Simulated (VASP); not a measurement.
# KF (Fm-3m) in VASP: a series of runs, part 2 of 2

VASP 6.6.1. The steps go on from the part before.

### Step 3. Single point, PBE

This run uses another cell than the first one, of 20.87 Å³/atom, 1.031 times its volume.

Contents of INCAR:

```
SYSTEM = KF
ALGO = Normal ; EDIFF = 1E-6
ENCUT = 520 ; GGA = PE
ISIF = 2 ; ISMEAR = 0
LASPH = .True. ; LCHARG = .False.
LREAL = .False. ; LWAVE = .False.
NBANDS = 15 ; NELM = 100
PREC = Accurate ; SIGMA = 0.05
```

Contents of KPOINTS:

```
k-points
0
Gamma
  8 8 8
  0 0 0
```

Contents of POSCAR:

```
KF
1.0
    0.0000000000      2.7532193702      2.7532193702
    2.7532193702      0.0000000000      2.7532193702
    2.7532193702      2.7532193702      0.0000000000
K F
1 1
Direct
    0.0000000000      0.0000000000      0.0000000000
    0.5000000000      0.5000000000      0.5000000000
```

Potentials or basis: VASP PAW PBE potentials, release 64 (K_sv, F).

Launch:

```
$ cat potpaw_PBE.64/K_sv/POTCAR potpaw_PBE.64/F/POTCAR > POTCAR
$ mpirun -np 1 vasp_std > vasp.out
```

OUTCAR:

```text
SYSTEM = KF
   EDIFF = 1E-6
   ENCUT = 520
   GGA = PE
   ISIF = 2
   ISMEAR = 0
   LASPH = .True.
   LREAL = .False.
   NELM = 100
   PREC = Accurate

 ion  position               nearest neighbor table
   1  0.000  0.000  0.000-   2 2.75   2 2.75   2 2.75   2 2.75   2 2.75   2 2.75
   2  0.500  0.500  0.500-   1 2.75   1 2.75   1 2.75   1 2.75   1 2.75   1 2.75

  LATTYP: Found a face centered cubic cell.
 ALAT       =     5.5064387404

  Lattice vectors:

 A1 = (   0.0000000000,   2.7532193702,   2.7532193702)
 A2 = (   2.7532193702,   0.0000000000,   2.7532193702)
 A3 = (   2.7532193702,   2.7532193702,   0.0000000000)

Analysis of symmetry for initial positions (statically):
=====================================================================
 Subroutine PRICEL returns:
 Original cell was already a primitive cell.

 Routine SETGRP: Setting up the symmetry group for a
 face centered cubic supercell.

 Subroutine GETGRP returns: Found 48 space group operations
 (whereof 48 operations were pure point group operations)
 out of a pool of 48 trial point group operations.

The static configuration has the point symmetry O_h .

Analysis of symmetry for dynamics (positions and initial velocities):
=====================================================================
 Subroutine PRICEL returns:
 Original cell was already a primitive cell.

 Routine SETGRP: Setting up the symmetry group for a
 face centered cubic supercell.

 Subroutine GETGRP returns: Found 48 space group operations
 (whereof 48 operations were pure point group operations)
 out of a pool of 48 trial point group operations.

The dynamic configuration has the point symmetry O_h .

 Subroutine INISYM returns: Found 48 space group operations
 (whereof 48 operations are pure point group operations),
 and found     1 'primitive' translations

----------------------------------------------------------------------------------------

                                     Primitive cell

  volume of cell :      41.7400

  direct lattice vectors                    reciprocal lattice vectors
     0.000000000  2.753219370  2.753219370    -0.181605580  0.181605580  0.181605580
     2.753219370  0.000000000  2.753219370     0.181605580 -0.181605580  0.181605580
     2.753219370  2.753219370  0.000000000     0.181605580  0.181605580 -0.181605580

  length of vectors
     3.893640174  3.893640174  3.893640174     0.314550091  0.314550091  0.314550091

  position of ions in fractional coordinates (direct lattice)
     0.000000000  0.000000000  0.000000000
     0.500000000  0.500000000  0.500000000

  ion indices of the primitive-cell ions
   primitive index   ion index
                 1           1
                 2           2

----------------------------------------------------------------------------------------

 KPOINTS: k-points

Automatic generation of k-mesh.
 Grid dimensions read from file:
 generate k-points for:    8    8    8

 Generating k-lattice:

  Cartesian coordinates                     Fractional coordinates (reciprocal lattice)
[... 40 lines left out ...]
 -0.375000  0.250000  0.125000     24.000000
 [... further k-points ...]
   k-points           NKPTS =     29   k-points in BZ     NKDIM =     29   number of bands    NBANDS=     15
   number of dos      NEDOS =    301   number of ions     NIONS =      2
   total plane-waves  NPLWV =  27000
   dimension x,y,z NGX =    30 NGY =   30 NGZ =   30
   dimension x,y,z NGXF=    60 NGYF=   60 NGZF=   60
   ions per type =               1   1
   NGX,Y,Z   is equivalent  to a cutoff of  12.81, 12.81, 12.81 a.u.
   NGXF,Y,Z  is equivalent  to a cutoff of  25.62, 25.62, 25.62 a.u.
 SYSTEM =  KF
   PREC   = accura    normal or accurate (medium, high low for compatibility)
   ISTART =      0    job   : 0-new  1-cont  2-samecut
   ICHARG =      2    charge: 1-file 2-atom 10-const
   ISPIN  =      1    spin polarized calculation?
   LNONCOLLINEAR =      F non collinear calculations
   LSORBIT =      F    spin-orbit coupling
   LASPH  =      T    aspherical Exc in radial PAW
   ENCUT  =  520.0 eV  38.22 Ry    6.18 a.u.   7.24  7.24  7.24*2*pi/ulx,y,z
   NELM   =    100;   NELMIN=  2; NELMDL= -5     # of ELM steps
   EDIFF  = 0.1E-05   stopping-criterion for ELM
   LREAL  =      F    real-space projection
   EDIFFG = 0.1E-04   stopping-criterion for IOM
   NSW    =      0    number of steps for IOM
   IBRION =     -1    ionic relax: 0-MD 1-quasi-New 2-CG
   NFREE  =      0    steps in history (QN), initial steepest desc. (CG)
   ISIF   =      2    stress and relaxation
   ISYM   =      2    0-nonsym 1-usesym 2-fastsym
   POTIM  = 0.5000    time-step for ionic-motion
   TEBEG  =    0.0;   TEEND  =   0.0 temperature during run
   PSTRESS=    0.0 pullay stress
   NELECT =      16.0000    total number of electrons
   NUPDOWN=      -1.0000    fix difference up-down
   EMIN   =  10.00;   EMAX   =-10.00  energy-range for DOS
   EFERMI =   0.00;   METHOD = LEGACY
   ISMEAR =     0;   SIGMA  =   0.05  broadening in eV -4-tet -1-fermi 0-gaus
   EFERMI_NEDOS =   21; number of points for ismear=-14 and -15
   IALGO  =     38    algorithm
   IMIX   =      4    mixing-type and parameters
     AMIX     =   0.40;   BMIX     =  1.00
     AMIX_MAG =   1.60;   BMIX_MAG =  1.00
  volume/ion in A,a.u.               =      20.87       140.84
  Fermi-wavevector in a.u.,A,eV,Ry     =   1.189225  2.247309 19.242121  1.414256
  Thomas-Fermi vector in A             =   2.325337
   LORBIT       =      0    0 simple, 1 ext, 2 COOP (PROOUT), +10 PAW based schemes
   GGA     = PE    functional components
   LHFCALC =     F    Hartree Fock is set to
   AEXX    =    0.0000 exact exchange contribution
   IVDW    =     0    specifies the selected vdW correction
   LEPSILON=     F    determine dielectric tensor
   LRPA    =     F    only Hartree local field effects (RPA)
 non-spin polarized calculation
 Gauss-broadening in eV      SIGMA  =   0.05
  energy-cutoff  :      520.00
  volume of cell :       41.74
 maximum number of plane-waves:      1158
 NGX is ok and might be reduce to    30
   NGX = 15   NGY = 15   NGZ = 15

 number of electron      15.9999996 magnetization

 Free energy of the ion-electron system (eV)
  ---------------------------------------------------
  ext. energy  EPLUGINS =         0.00000000
  ---------------------------------------------------
  free energy    TOTEN  =        -8.29386898 eV

  energy without entropy =       -8.29386898  energy(sigma->0) =       -8.29386898

 E-fermi :  -2.7248     XC(G=0):  -8.0045

 val. band max:       -3.0250668015   @ k =   0.0000   0.0000   0.0000
 cond. band min:       2.6926839248   @ k =   0.0000   0.0000   0.0000
 fundamental gap:      5.7177507263
 Fermi energy:        -2.7247599834

 k-point     1 :       0.0000    0.0000    0.0000
  band No.  band energies     occupation
      1     -29.4257      2.00000
      2     -21.6343      2.00000
      3     -12.7321      2.00000
      4     -12.7321      2.00000
      5     -12.7321      2.00000
      6      -3.0251      2.00000
      7      -3.0251      2.00000
      8      -3.0251      2.00000
      9       2.6927      0.00000
     10       7.3948      0.00000
     11       7.3948      0.00000
     12       7.3948      0.00000
     13       8.9512      0.00000
     14       8.9512      0.00000
[... 401 lines left out ...]
      2     -21.6679      2.00000
      3     -12.9822      2.00000
      4     -12.8943      2.00000
      5     -12.7920      2.00000
      6      -3.5343      2.00000
      7      -3.2635      2.00000
      8      -3.2564      2.00000
      9       6.0087      0.00000
     10       6.6204      0.00000
     11       8.1546      0.00000
     12       9.2187      0.00000
     13      10.3566      0.00000
     14      11.2825      0.00000
     15      11.3496      0.00000

 [... further k-points ...]

------------------------ aborting loop because EDIFF is reached ----------------------------------------

  FORCE on cell =-STRESS in cart. coord.  units (eV):
  Direction    XX          YY          ZZ          XY          YZ          ZX
  --------------------------------------------------------------------------------------
  -------------------------------------------------------------------------------------
  Total       -0.3210940     -0.3210940     -0.3210940     -0.0000000     -0.0000000     -0.0000000
  in kB      -12.3250959    -12.3250959    -12.3250959     -0.0000000     -0.0000000     -0.0000000
  external PRESSURE =     -12.3250959 kB  Pullay stress =       0.0000000 kB

 VOLUME and BASIS-vectors are now :
 -----------------------------------------------------------------------------
  energy-cutoff  :      520.00
  volume of cell :       41.74
      direct lattice vectors                 reciprocal lattice vectors
     0.000000000  2.753219370  2.753219370    -0.181605580  0.181605580  0.181605580
     2.753219370  0.000000000  2.753219370     0.181605580 -0.181605580  0.181605580
     2.753219370  2.753219370  0.000000000     0.181605580  0.181605580 -0.181605580

 POSITION                                       TOTAL-FORCE (eV/Angst)
 -----------------------------------------------------------------------------------
      0.00000      0.00000      0.00000         0.000000     -0.000000      0.000000
      2.75322      2.75322      2.75322        -0.000000      0.000000     -0.000000
 -----------------------------------------------------------------------------------
    total drift:                                0.000000      0.000000      0.000000

  FREE ENERGIE OF THE ION-ELECTRON SYSTEM (eV)
  ---------------------------------------------------
  free  energy   TOTEN  =        -8.2938689842 eV

  energy  without entropy=       -8.2938689842  energy(sigma->0) =       -8.29386898
```

OSZICAR:

```text
N       E                     dE             d eps       ncg     rms          rms(c)
DAV:   1     0.106331520751E+03    0.10633E+03   -0.80965E+03   870   0.102E+03
DAV:   2    -0.512271471431E+01   -0.11145E+03   -0.10290E+03  1151   0.277E+02
DAV:   3    -0.945424689878E+01   -0.43315E+01   -0.43176E+01  1144   0.489E+01
DAV:   4    -0.958811527003E+01   -0.13387E+00   -0.13384E+00  1189   0.757E+00
DAV:   5    -0.958948756602E+01   -0.13723E-02   -0.13723E-02  1154   0.734E-01    0.624E+00
DAV:   6    -0.833190355239E+01    0.12576E+01   -0.36874E+00   919   0.140E+01    0.358E+00
DAV:   7    -0.829763384830E+01    0.34270E-01   -0.66292E-02  1059   0.220E+00    0.199E+00
DAV:   8    -0.829134982497E+01    0.62840E-02   -0.56209E-02  1003   0.228E+00    0.200E-01
DAV:   9    -0.829308419749E+01   -0.17344E-02   -0.36479E-03  1010   0.503E-01    0.121E-01
DAV:  10    -0.829372659627E+01   -0.64240E-03   -0.47757E-04   926   0.182E-01    0.674E-02
DAV:  11    -0.829386792201E+01   -0.14133E-03   -0.13331E-04   926   0.939E-02    0.178E-02
DAV:  12    -0.829386875137E+01   -0.82936E-06   -0.10694E-05  1073   0.311E-02    0.403E-03
DAV:  13    -0.829386898422E+01   -0.23285E-06   -0.20404E-06   926   0.124E-02
   1 F= -.82938690E+01 E0= -.82938690E+01  d E =-.370741E-19
```

Wall time 9.5 s (1 thread of Intel Xeon 6975P-C (Granite Rapids), shared host); peak memory 0.17 GiB.

What came out:

```
Free energy            : -8.2939 eV
Pressure               : -1.2 GPa
Band gap on the k mesh : 5.72 eV, direct
```

### Step 4. Single point, PBE

This run uses another cell than the first one, of 20.55 Å³/atom, 1.016 times its volume.

Contents of INCAR:

```
PREC = Accurate
ENCUT = 520
EDIFF = 1E-6
ISMEAR = 0
SIGMA = 0.05
LREAL = False
LASPH = True
NELM = 60
ALGO = Normal
ISIF = 2
LWAVE = False
LCHARG = True
GGA = PE
LELF = True
LVHAR = True
NBANDS = 15
```

Contents of KPOINTS:

```
regular mesh
0
Gamma
  8 8 8
```

Contents of POSCAR:

```
KF
1.0
    0.0000000000      2.7391639696      2.7391639696
    2.7391639696      0.0000000000      2.7391639696
    2.7391639696      2.7391639696      0.0000000000
K F
1 1
Direct
    0.0000000000      0.0000000000      0.0000000000
    0.5000000000      0.5000000000      0.5000000000
```

Launch:

```
$ cat potpaw_PBE.64/K_sv/POTCAR potpaw_PBE.64/F/POTCAR > POTCAR
$ mpirun -np 1 vasp_std > vasp.out
```

It took 14 s on 1 thread of Intel Xeon 6975P-C (Granite Rapids), shared host; peak memory 0.17 GiB.

The run converged. Its results:

| Property | Result |
| --- | --- |
| Free energy | -8.2973 eV |
| Pressure | -0.9 GPa |
| Band gap on the k mesh | 5.79 eV, direct |

Levels at points of the mesh, in eV from the valence-band top:
| k point | band 4 | band 5 | band 6 | band 7 | band 8 | band 9 | band 10 | band 11 | band 12 | band 13 |
| --- | --- | --- | --- | --- | --- | --- | --- | --- | --- | --- |
| (0.00, 0.00, 0.00) | -9.65 | -9.65 | 0.00 | 0.00 | 0.00 | 5.79 | 10.47 | 10.47 | 10.47 | 12.04 |
| (0.50, 0.00, 0.00) | -9.68 | -9.68 | -0.71 | -0.29 | -0.29 | 8.75 | 10.06 | 11.72 | 11.72 | 13.82 |
| (0.50, 0.50, 0.00) | -9.82 | -9.82 | -0.24 | -0.07 | -0.07 | 8.13 | 9.89 | 11.23 | 13.21 | 13.77 |

A k mesh can miss the band edges.

### Step 5. Summary

| cell | gap on the mesh (eV) | pressure (GPa) |
| --- | --- | --- |
| a = 3.854 Å, angles 60.0°, 2 atoms | 5.87 | -0.4 |
| a = 3.894 Å, angles 60.0°, 2 atoms | 5.72 | -1.2 |
| a = 3.874 Å, angles 60.0°, 2 atoms | 5.79 | -0.9 |

Alike in all rows: task single point; level PBE; potentials or basis VASP PAW PBE potentials, release 64 (K_sv, F); no spin polarisation; k mesh 8 × 8 × 8; cutoff (eV) 520; smearing gaussian 0.05 eV.

Absolute energies hang on the potentials; compare differences alone.
